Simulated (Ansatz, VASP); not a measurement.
**One calculation of LiF, two programs**

```xyz
2
Lattice="0.0000 2.0140 2.0140 2.0140 0.0000 2.0140 2.0140 2.0140 0.0000" Properties=species:S:1:pos:R:3 pbc="T T T"
Li    0.0000    0.0000    0.0000
F     2.0140    2.0140    2.0140
```

Alike in both runs: task single point; functional PBEsol; k mesh 10 × 10 × 10; occupations fermi-dirac, width 0.03 eV; no spin polarisation.

|  | VASP | Ansatz |
| --- | --- | --- |
| version | VASP 6.6.1 | Ansatz 0.2.0 |
| potentials or method | VASP PAW PBE potentials, release 64 (Li_sv, F), cutoff 520 eV | all-electron LAPW, scalar-relativistic |

```csv
,VASP,Ansatz,Ansatz less VASP
gap on the k mesh at the Fermi level (eV),8.92,8.90,-0.019
```

VASP's potentials were made for PBE, not for PBEsol. Ansatz ran all-electron here, and VASP with PAW potentials.

Noted on VASP's run: the cutoff is short for stress, so the pressure is rough.
